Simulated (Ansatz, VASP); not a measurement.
## Lu: VASP beside Ansatz

INCAR

```
SYSTEM = Lu
PREC = Accurate
ENCUT = 520
EDIFF = 1E-6
ISMEAR = -1
SIGMA = 0.1
LREAL = .FALSE.
LASPH = .TRUE.
NELM = 100
ALGO = Normal
ISIF = 2
LWAVE = .FALSE.
LCHARG = .FALSE.
GGA = PE
NBANDS = 32
```

File KPOINTS:

```
Automatic mesh
0
G
  7 7 4
  0 0 0
```

Contents of POSCAR:

```
Lu
1.0
    3.4976342255      0.0000000000      0.0000000000
   -1.7488171127      3.0290365060      0.0000000000
    0.0000000000      0.0000000000      5.4777338919
Lu
2
Direct
    0.3333333333      0.6666666667      0.2500000000
    0.6666666667      0.3333333333      0.7500000000
```

Input for Ansatz:

```yaml
crystal:
  lattice:
    - [3.4976342254832584, -2.944931079256133e-17, 3.47218882276183e-18]
    - [-1.7488171127416292, 3.0290365060216273, 8.703029411696695e-17]
    - [9.501288607308865e-18, -8.729590131870706e-18, 5.477733891880161]
  atoms:
    - { symbol: Lu, position: [0.3333333333333333, 0.6666666666666666, 0.25] }
    - { symbol: Lu, position: [0.6666666666666662, 0.3333333333333333, 0.75] }
kpoints:
  mp_grid:
    grid: [7, 7, 4]
hamiltonian:
  xc: pbe
scf:
  occupations:
    method: fermi_dirac
output:
  forces: true
  stress: true
```

Alike in both runs: task single point; functional PBE; k mesh 7 × 7 × 4; no spin polarisation.

|  | VASP | Ansatz |
| --- | --- | --- |
| version | VASP 6.6.1 | Ansatz 0.2.0 |
| potentials or method | VASP PAW PBE potentials, release 64 (Lu) | plane waves, PAW |
| plane-wave cutoff (eV) | 520 | 420 |
| occupations | fermi-dirac, width 0.1 eV | fermi-dirac |
| valence electrons in the cell | 50 | 50 |

|  | VASP | Ansatz | Ansatz less VASP |
| --- | --- | --- | --- |
| pressure (GPa) | 0.3 | 0.2 | -0.16 |
| traceless stress, the component that is largest in VASP (GPa) | -0.21 | -0.21 | -0.005 |

Ansatz's warnings: structure snapped to symmetry.

Neither program's run includes spin-orbit coupling.
